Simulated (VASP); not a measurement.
# GaN in VASP: single point with PBE+D4

Aim: the single point of GaN with PBE+D4.

All numbers are computed with VASP 6.6.1; they aren't measurements. Logs are shortened: lines on timing, memory, paths and dates and some standing lists are left out, and cuts for length are marked.

## Step 1: The cell of the first run

The cell holds a sheet with vacuum, 2 atoms: a = 3.201 Å, b = 3.201 Å, c = 23.800 Å, α = 90.00°, β = 90.00°, γ = 120.00°.

## Step 2: Single point, PBE+D4

The input, INCAR:

```
SYSTEM = GaN
ALGO = Normal
DIPOL = 0.5 0.5 0.294
EDIFF = 1E-6
ENCUT = 520
GGA = PE
GGA_COMPAT = .False.
IDIPOL = 3
ISIF = 2
ISMEAR = 0
IVDW = 13
LASPH = .True.
LCHARG = .False.
LDIPOL = .True.
LREAL = .False.
LWAVE = .False.
NBANDS = 16
NELM = 120
NELMDL = -8
PREC = Accurate
SIGMA = 0.03
```

The input, KPOINTS:

```
k-points
0
Gamma
  12 12 1
  0 0 0
```

The input, POSCAR:

```
GaN
1.0
    3.2010156438      0.0000000000      0.0000000000
   -1.6005078219      2.7721608655      0.0000000000
    0.0000000000      0.0000000000     23.8000000000
Ga N
1 1
Direct
    0.3333333333      0.6666666667      0.2941176471
    0.6666666667      0.3333333333      0.2941176471
```

Potentials or basis: VASP PAW PBE potentials, release 64 (Ga_d, N).

Command:

```sh
cat potpaw_PBE.64/Ga_d/POTCAR potpaw_PBE.64/N/POTCAR > POTCAR
mpirun -np 1 vasp_std > vasp.out
```

OUTCAR:

```text
SYSTEM = GaN
   EDIFF = 1E-6
   ENCUT = 520
   GGA = PE
   ISIF = 2
   ISMEAR = 0
   IVDW = 13
   LASPH = .True.
   LREAL = .False.
   NELM = 120
   NELMDL = -8
   PREC = Accurate

 ion  position               nearest neighbor table
   1  0.333  0.667  0.294-   2 1.85   2 1.85   2 1.85
   2  0.667  0.333  0.294-   1 1.85   1 1.85   1 1.85

  LATTYP: Found a hexagonal cell.
 ALAT       =     3.2010156438
 C/A-ratio  =     7.4351401706

  Lattice vectors:

 A1 = (   3.2010156438,   0.0000000000,   0.0000000000)
 A2 = (  -1.6005078219,   2.7721608655,   0.0000000000)
 A3 = (   0.0000000000,   0.0000000000,  23.8000000000)

Analysis of symmetry for initial positions (statically):
=====================================================================
 Subroutine PRICEL returns:
 Original cell was already a primitive cell.

 Routine SETGRP: Setting up the symmetry group for a
 hexagonal supercell.

 Subroutine GETGRP returns: Found 12 space group operations
 (whereof  6 operations were pure point group operations)
 out of a pool of 24 trial point group operations.

The static configuration has the point symmetry C_3v.
 The point group associated with its full space group is D_3h.

Analysis of symmetry for dynamics (positions and initial velocities):
=====================================================================
 Subroutine PRICEL returns:
 Original cell was already a primitive cell.

 Routine SETGRP: Setting up the symmetry group for a
 hexagonal supercell.

 Subroutine GETGRP returns: Found 12 space group operations
 (whereof  6 operations were pure point group operations)
 out of a pool of 24 trial point group operations.

The dynamic configuration has the point symmetry C_3v.
 The point group associated with its full space group is D_3h.

 Subroutine INISYM returns: Found 12 space group operations
 (whereof  6 operations are pure point group operations),
 and found     1 'primitive' translations

----------------------------------------------------------------------------------------

                                     Primitive cell

  volume of cell :     211.1948

  direct lattice vectors                    reciprocal lattice vectors
     3.201015644  0.000000000  0.000000000     0.312400848  0.180364713  0.000000000
    -1.600507822  2.772160866  0.000000000     0.000000000  0.360729427  0.000000000
     0.000000000  0.000000000 23.800000000     0.000000000  0.000000000  0.042016807

  length of vectors
     3.201015644  3.201015644 23.800000000     0.360729427  0.360729427  0.042016807

  position of ions in fractional coordinates (direct lattice)
     0.333333333  0.666666667  0.294117647
     0.666666667  0.333333333  0.294117647

  ion indices of the primitive-cell ions
   primitive index   ion index
                 1           1
                 2           2

----------------------------------------------------------------------------------------

 KPOINTS: k-points

Automatic generation of k-mesh.
 Grid dimensions read from file:
 generate k-points for:   12   12    1

 Generating k-lattice:

  Cartesian coordinates                     Fractional coordinates (reciprocal lattice)
     0.026033404  0.015030393  0.000000000     0.083333333  0.000000000  0.000000000
     0.000000000  0.030060786  0.000000000     0.000000000  0.083333333  0.000000000
     0.000000000  0.000000000  0.042016807     0.000000000  0.000000000  1.000000000

  Length of vectors
     0.030060786  0.030060786  0.042016807

  Shift w.r.t. Gamma in fractional coordinates (k-lattice)
     0.000000000  0.000000000  0.000000000

 Subroutine IBZKPT returns following result:
 ===========================================

 Found     19 irreducible k-points:

 Following reciprocal coordinates:
            Coordinates               Weight
  0.000000  0.000000  0.000000      1.000000
  0.083333 -0.000000  0.000000      6.000000
  0.166667 -0.000000  0.000000      6.000000
  0.250000  0.000000  0.000000      6.000000
  0.333333 -0.000000  0.000000      6.000000
  0.416667 -0.000000  0.000000      6.000000
[... 11 lines left out ...]
  0.333333  0.250000  0.000000     12.000000
  0.333333  0.333333  0.000000      2.000000
   k-points           NKPTS =     19   k-points in BZ     NKDIM =     19   number of bands    NBANDS=     16
   number of dos      NEDOS =    301   number of ions     NIONS =      2
   total plane-waves  NPLWV = 103680
   dimension x,y,z NGX =    24 NGY =   24 NGZ =  180
   dimension x,y,z NGXF=    48 NGYF=   48 NGZF=  360
   ions per type =               1   1
   NGX,Y,Z   is equivalent  to a cutoff of  12.46, 12.46, 12.57 a.u.
   NGXF,Y,Z  is equivalent  to a cutoff of  24.93, 24.93, 25.15 a.u.
 SYSTEM =  GaN
   PREC   = accura    normal or accurate (medium, high low for compatibility)
   ISTART =      0    job   : 0-new  1-cont  2-samecut
   ICHARG =      2    charge: 1-file 2-atom 10-const
   ISPIN  =      1    spin polarized calculation?
   LNONCOLLINEAR =      F non collinear calculations
   LSORBIT =      F    spin-orbit coupling
   LASPH  =      T    aspherical Exc in radial PAW
   ENCUT  =  520.0 eV  38.22 Ry    6.18 a.u.   5.95  5.95 44.25*2*pi/ulx,y,z
   NELM   =    120;   NELMIN=  2; NELMDL= -8     # of ELM steps
   EDIFF  = 0.1E-05   stopping-criterion for ELM
   LREAL  =      F    real-space projection
[... 7 lines left out ...]
   TEBEG  =    0.0;   TEEND  =   0.0 temperature during run
   PSTRESS=    0.0 pullay stress
   NELECT =      18.0000    total number of electrons
   NUPDOWN=      -1.0000    fix difference up-down
   EMIN   =  10.00;   EMAX   =-10.00  energy-range for DOS
   EFERMI =   0.00;   METHOD = LEGACY
   ISMEAR =     0;   SIGMA  =   0.03  broadening in eV -4-tet -1-fermi 0-gaus
   EFERMI_NEDOS =   21; number of points for ismear=-14 and -15
   IALGO  =     38    algorithm
   IMIX   =      4    mixing-type and parameters
     AMIX     =   0.40;   BMIX     =  1.00
     AMIX_MAG =   1.60;   BMIX_MAG =  1.00
  volume/ion in A,a.u.               =     105.60       712.61
  Fermi-wavevector in a.u.,A,eV,Ry     =   0.720451  1.361455  7.062104  0.519050
  Thomas-Fermi vector in A             =   1.809907
   LORBIT       =      0    0 simple, 1 ext, 2 COOP (PROOUT), +10 PAW based schemes
   GGA     = PE    functional components
   LHFCALC =     F    Hartree Fock is set to
   AEXX    =    0.0000 exact exchange contribution
   IVDW    =    13    specifies the selected vdW correction
   LEPSILON=     F    determine dielectric tensor
   LRPA    =     F    only Hartree local field effects (RPA)
 non-spin polarized calculation
 Gauss-broadening in eV      SIGMA  =   0.03
  energy-cutoff  :      520.00
  volume of cell :      211.19
 maximum number of plane-waves:      5748
 NGX is ok and might be reduce to    24
   NGX = 11   NGY = 11   NGZ = 89

 dipolmoment           0.000000      0.000000     -0.000012 electrons x Angstroem

 number of electron      17.9999985 magnetization

 dipolmoment           0.000000      0.000000      0.000004 electrons x Angstroem

 Free energy of the ion-electron system (eV)
  ---------------------------------------------------
  ext. energy  EPLUGINS =         0.00000000
  ---------------------------------------------------
  free energy    TOTEN  =       -11.45365606 eV

  energy without entropy =      -11.45365606  energy(sigma->0) =      -11.45365606

 E-fermi :  -3.9834     XC(G=0):  -1.8580

 val. band max:       -4.1864693616   @ k =   0.3333   0.3333   0.0000
 cond. band min:      -1.9690736061   @ k =   0.0000   0.0000   0.0000
 fundamental gap:      2.2173957555
 Fermi energy:        -3.9834477688

 k-point     1 :       0.0000    0.0000    0.0000
  band No.  band energies     occupation
      1     -19.4895      2.00000
      2     -17.5368      2.00000
      3     -17.5368      2.00000
      4     -17.2866      2.00000
      5     -17.2866      2.00000
      6     -16.6214      2.00000
[... 8 lines left out ...]
     15       2.4645      0.00000
     16       2.8080      0.00000

 k-point     2 :       0.0833   -0.0000    0.0000
  band No.  band energies     occupation
      1     -19.4357      2.00000
      2     -17.5405      2.00000
      3     -17.5168      2.00000
      4     -17.2953      2.00000
      5     -17.2879      2.00000
      6     -16.5842      2.00000
[... 8 lines left out ...]
     15       2.6174      0.00000
     16       2.8897      0.00000

 k-point     3 :       0.1667   -0.0000    0.0000
  band No.  band energies     occupation
      1     -19.2929      2.00000
      2     -17.5439      2.00000
      3     -17.4614      2.00000
      4     -17.3189      2.00000
      5     -17.2913      2.00000
      6     -16.4670      2.00000
[... 8 lines left out ...]
     15       3.0531      0.00000
     16       3.1177      0.00000

 k-point     4 :       0.2500    0.0000    0.0000
  band No.  band energies     occupation
      1     -19.1128      2.00000
      2     -17.5319      2.00000
      3     -17.3835      2.00000
      4     -17.3504      2.00000
      5     -17.2961      2.00000
      6     -16.2544      2.00000
[... 8 lines left out ...]
     15       3.5004      0.00000
     16       3.6540      0.00000
[... 229 lines left out ...]
 k-point    17 :       0.2500    0.2500    0.0000
  band No.  band energies     occupation
      1     -18.8116      2.00000
      2     -17.5166      2.00000
      3     -17.3917      2.00000
      4     -17.3246      2.00000
      5     -17.2408      2.00000
      6     -15.4278      2.00000
[... 8 lines left out ...]
     15       5.3186      0.00000
     16       5.3541      0.00000

 k-point    18 :       0.3333    0.2500    0.0000
  band No.  band energies     occupation
      1     -18.7657      2.00000
      2     -17.5079      2.00000
      3     -17.3956      2.00000
      4     -17.3332      2.00000
      5     -17.2281      2.00000
      6     -15.1759      2.00000
[... 8 lines left out ...]
     15       6.2055      0.00000
     16       6.3260      0.00000

 k-point    19 :       0.3333    0.3333    0.0000
  band No.  band energies     occupation
      1     -18.7459      2.00000
      2     -17.5108      2.00000
      3     -17.3930      2.00000
      4     -17.3403      2.00000
      5     -17.2274      2.00000
      6     -15.0721      2.00000
[... 8 lines left out ...]
     15       6.9740      0.00000
     16       7.3627      0.00000

------------------------ aborting loop because EDIFF is reached ----------------------------------------

 vacuum level on the upper side and lower side of the slab       (xc-potential included)        -0.005        -0.006

  DFT-D4 for vdW energy calculation

  Edisp (eV):   -0.31907

  FORCE on cell =-STRESS in cart. coord.  units (eV):
  Direction    XX          YY          ZZ          XY          YZ          ZX
  --------------------------------------------------------------------------------------
  -------------------------------------------------------------------------------------
  Total      -0.07057    -0.07057    -0.01344     0.00000     0.00000     0.00000
  in kB      -0.53535    -0.53535    -0.10195     0.00000     0.00000     0.00000
  external pressure =       -0.39 kB  Pullay stress =        0.00 kB

 VOLUME and BASIS-vectors are now :
 -----------------------------------------------------------------------------
  energy-cutoff  :      520.00
  volume of cell :      211.19
      direct lattice vectors                 reciprocal lattice vectors
     3.201015644  0.000000000  0.000000000     0.312400848  0.180364713  0.000000000
    -1.600507822  2.772160866  0.000000000     0.000000000  0.360729427  0.000000000
     0.000000000  0.000000000 23.800000000     0.000000000  0.000000000  0.042016807

 POSITION                                       TOTAL-FORCE (eV/Angst)
 -----------------------------------------------------------------------------------
     -0.00000      1.84811      7.00000        -0.000000      0.000000      0.000000
      1.60051      0.92405      7.00000         0.000000     -0.000000     -0.000000
 -----------------------------------------------------------------------------------
    total drift:                                0.000006     -0.000004      0.000252

  FREE ENERGIE OF THE ION-ELECTRON SYSTEM (eV)
  ---------------------------------------------------
  free  energy   TOTEN  =       -11.7727236442 eV

  energy  without entropy=      -11.7727236442  energy(sigma->0) =      -11.77272364

 vacuum level on the upper side and lower side of the slab         1.102         1.102
```

Run time: 3 min. Hardware: 1 thread of AMD EPYC 7R43 (Zen 3), shared host; peak memory 0.28 GiB.

Results:

| Quantity | Value |
| --- | --- |
| Free energy | -11.7727 eV |
| Band gap on the k mesh | 2.22 eV (least direct gap 2.50 eV) |
| Dispersion energy per atom | -0.160 eV |
